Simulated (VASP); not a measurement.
# BaS: single point with r2SCAN

The system is BaS.

```
CELL_PARAMETERS angstrom
0.00000 3.21180 3.21180
3.09135 0.00000 3.21180
3.09135 3.21180 0.00000
ATOMIC_POSITIONS crystal
Ba 0.00000 0.00000 0.00000
S 0.50000 0.50000 0.50000
```

This cell differs from its parent crystal: uniaxial x strain -3.8%.

```yaml
Program: VASP 6.6.1
Task: single point
Functional: r2SCAN
Potentials_or_basis: VASP PAW PBE potentials, release 64 (Ba_sv, S)
Cutoff: 520 eV
k_mesh: 8 × 8 × 8
Occupations: gaussian, width 0.01 eV
Spin: no spin polarisation
```

```json
{"Pressure": "2.7 GPa", "Band gap on the k mesh": "2.29 eV, indirect (least direct gap 2.44 eV)"}
```

Stress tensor (GPa, compression positive):
```
5.65 0.00 0.00
0.00 1.28 0.00
0.00 0.00 1.28
```

Levels at points of the mesh, in eV from the valence-band top:
```tsv
k point	band 6	band 7	band 8	band 9	band 10	band 11
(0.00, 0.00, 0.00)	-0.16	-0.16	0.00	4.11	4.11	4.14
(0.50, 0.00, 0.00)	-2.07	-1.25	-1.23	6.00	6.09	6.80
(0.50, 0.50, 0.00)	-0.68	-0.28	-0.10	2.33	6.31	6.89
(0.00, 0.50, 0.50)	-0.44	-0.29	-0.29	2.29	6.53	6.77
```

It took 100 s on 1 thread of Intel(R) Xeon(R) Platinum 8559C (Emerald Rapids) (shared host), peak memory 0.25 GiB.

Caveat: the cell differs from its parent crystal (uniaxial x strain -3.8%); the PAW data sets were made with another functional, which shifts forces and pressure a little; spin-orbit coupling is left out, which moves the levels of the heavy elements. A k mesh can miss the band edges.
